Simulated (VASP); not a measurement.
# SrMg3 (P-6m2) in VASP: further runs, part 2 of 2

VASP 6.6.1.

**3. Relaxation of volume and atoms at fixed shape, LDA**

This run uses another cell than the first one, of 30.17 Å³/atom.

The input, INCAR:

```
SYSTEM = SrMg3
PREC = Accurate ; ENCUT = 600
EDIFF = 1E-6 ; ISMEAR = -1
SIGMA = 0.05 ; LREAL = .False.
LASPH = .True. ; NELM = 100
ALGO = Normal ; ISIF = 8
LWAVE = .False. ; LCHARG = .False.
GGA = CA ; IBRION = 2
NSW = 80 ; EDIFFG = -0.03
```

The input, KPOINTS:

```
Automatic mesh
0
Gamma
  6 6 2
  0 0 0
```

The input, POSCAR:

```
SrMg3
1.0
    3.5686817700      0.0000000000      0.0000000000
   -1.7843408800      3.0905690700      0.0000000000
    0.0000000000      0.0000000000     10.9423930000
Sr Mg
1 3
Direct
    0.6666666667      0.3333333333      0.5000000000
    0.6666666667      0.3333333333      0.0000000000
    0.0000000000      0.0000000000      0.2281800000
    0.0000000000      0.0000000000      0.7718200000
```

Potentials or basis: VASP PAW LDA potentials, release 64 (Sr_sv, Mg).

Command:

```console
cat potpaw_LDA.64/Sr_sv/POTCAR potpaw_LDA.64/Mg/POTCAR > POTCAR
mpirun -np 1 vasp_std > vasp.out
```

OUTCAR:

```text
SYSTEM = SrMg3
   PREC = Accurate
   ENCUT = 600
   EDIFF = 1E-6
   ISMEAR = -1
   LREAL = .False.
   LASPH = .True.
   NELM = 100
   ISIF = 8
   GGA = CA
   IBRION = 2
   NSW = 80
   EDIFFG = -0.03

 ion  position               nearest neighbor table
   1  0.667  0.333  0.500-   3 3.62   4 3.62   3 3.62   4 3.62   3 3.62   4 3.62
   2  0.667  0.333  0.000-   3 3.24   4 3.24   3 3.24   4 3.24   3 3.24   4 3.24
   3  0.000  0.000  0.228-   2 3.24   2 3.24   2 3.24   1 3.62   1 3.62   1 3.62
   4  0.000  0.000  0.772-   2 3.24   2 3.24   2 3.24   1 3.62   1 3.62   1 3.62

  LATTYP: Found a hexagonal cell.
 ALAT       =     3.5686817700
 C/A-ratio  =     3.0662282897

  Lattice vectors:

 A1 = (   3.5686817700,   0.0000000000,   0.0000000000)
 A2 = (  -1.7843408800,   3.0905690700,   0.0000000000)
 A3 = (   0.0000000000,   0.0000000000,  10.9423930000)

Analysis of symmetry for initial positions (statically):
[... 175 lines left out ...]
  Total       -0.8081507     -0.8081507     -2.1103550     -0.0000000      0.0000000     -0.0000000
  in kB      -10.7286322    -10.7286321    -28.0160899     -0.0000000      0.0000000     -0.0000000
  external PRESSURE =     -16.4911181 kB  Pullay stress =       0.0000000 kB
[... 253 lines left out ...]
--------------------------------------- Ionic step        8  -------------------------------------------

 number of electron      16.0000000 magnetization

 Free energy of the ion-electron system (eV)
  ---------------------------------------------------
  ext. energy  EPLUGINS =         0.00000000
  ---------------------------------------------------
  free energy    TOTEN  =        -6.72692679 eV

  energy without entropy =       -6.69835649  energy(sigma->0) =       -6.71264164

 E-fermi :   2.2000     XC(G=0):  -8.5872

 val. band max:        2.1419428230   @ k =   0.1667   0.0000   0.0000
 cond. band min:       2.2158288854   @ k =   0.3333   0.3333   0.5000
 fundamental gap:      0.0738860624
 Fermi energy:         2.2000026488

 k-point     1 :       0.0000    0.0000    0.0000
  band No.  band energies     occupation
      1     -33.4839      2.00000
      2     -15.6028      2.00000
      3     -15.1611      2.00000
      4     -15.1611      2.00000
      5      -3.8295      2.00000
      6      -2.3553      2.00000
      7      -1.5398      2.00000
      8       1.3228      2.00000
      9       1.9673      1.98115
     10       5.3445      0.00000
     11       5.3445      0.00000
     12       5.3499      0.00000
[... 224 lines left out ...]
  FREE ENERGIE OF THE ION-ELECTRON SYSTEM (eV)
  ---------------------------------------------------
  free  energy   TOTEN  =        -6.7269267892 eV

  energy  without entropy=       -6.6983564853  energy(sigma->0) =       -6.71264164

 reached required accuracy - stopping structural energy minimisation
```

OSZICAR:

```text
N       E                     dE             d eps       ncg     rms          rms(c)
DAV:   1     0.703862553988E+02    0.70386E+02   -0.67150E+03   336   0.116E+03
DAV:   2    -0.719194663571E+00   -0.71105E+02   -0.68376E+02   404   0.203E+02
DAV:   3    -0.692094042533E+01   -0.62017E+01   -0.60591E+01   588   0.500E+01
[... 67 lines left out ...]
DAV:   2    -0.672704010344E+01    0.29129E-03   -0.41700E-03   364   0.308E-01    0.890E-02
DAV:   3    -0.672692485476E+01    0.11525E-03   -0.33474E-04   396   0.113E-01    0.847E-02
DAV:   4    -0.672692885643E+01   -0.40017E-05   -0.63091E-05   364   0.468E-02    0.217E-02
DAV:   5    -0.672692678001E+01    0.20764E-05   -0.65473E-06   436   0.150E-02    0.226E-03
DAV:   6    -0.672692678918E+01   -0.91693E-08   -0.53550E-07   212   0.378E-03
   8 F= -.67269268E+01 E0= -.67126416E+01  d E =-.895497E-02
```

CONTCAR:

```text
SrMg3
   1.00000000000000
     3.4717499256069799    0.0000000000000000    0.0000000000000000
    -1.7358749579392989    3.0066236303428453    0.0000000000000000
     0.0000000000000000    0.0000000000000000   10.6451778365523282
  Sr              Mg
     1     3
Direct
     0.6666666667000030    0.3333333332999970    0.5000000000000000
     0.6666666667000030    0.3333333332999970    0.0000000000000000
     0.0000000000000000    0.0000000000000000    0.2212929051065738
     0.0000000000000000    0.0000000000000000    0.7787070948934264

  0.00000000E+00  0.00000000E+00  0.00000000E+00
  0.00000000E+00  0.00000000E+00  0.00000000E+00
  0.00000000E+00  0.00000000E+00  0.00000000E+00
  0.00000000E+00  0.00000000E+00  0.00000000E+00
```

Run time: 4.4 min. Hardware: 1 thread of Intel Xeon Platinum 8375C at 2.90GHz (Ice Lake), shared host; peak memory 0.24 GiB.

What came out:

```yaml
Free_energy: -6.7269 eV
Relaxed_volume: 27.78 Å³/atom
Relaxed_cell: a = 3.472 Å, b = 3.472 Å, c = 10.645 Å, α = 90.00°, β = 90.00°, γ = 120.00°
Space_group_after_relaxing_to_0.1_Å: P-6m2 (No. 187)
Energy_gained_by_relaxing: 15.9 meV/atom
Ionic_steps: 8
Pressure_after_relaxing: 0.1 GPa
Band_gap_on_the_k_mesh: zero (bands 8 and 9 overlap by 0.92 eV)
```

Step by step:
```
step  energy change (eV)  largest force (eV/Å)  pressure (GPa)  volume (Å³)
   1              0.0000                0.1486           -1.65       120.69
   2             -0.0432                0.1521           -0.78       115.34
   3             -0.0548                0.1461            0.02       111.30
   4             -0.0548                0.1455            0.07       111.09
   5             -0.0571                0.1257            0.07       111.09
   6             -0.0620                0.0655            0.08       111.10
   7             -0.0624                0.0604            0.13       111.13
   8             -0.0638                0.0006            0.10       111.12
```

Final structure:
```xyz
4
Lattice="3.4717 0.0000 0.0000 -1.7359 3.0066 0.0000 0.0000 0.0000 10.6452" Properties=species:S:1:pos:R:3 pbc="T T T"
Sr    1.7359    1.0022    5.3226
Mg    1.7359    1.0022    0.0000
Mg    0.0000    0.0000    2.3557
Mg    0.0000    0.0000    8.2895
```
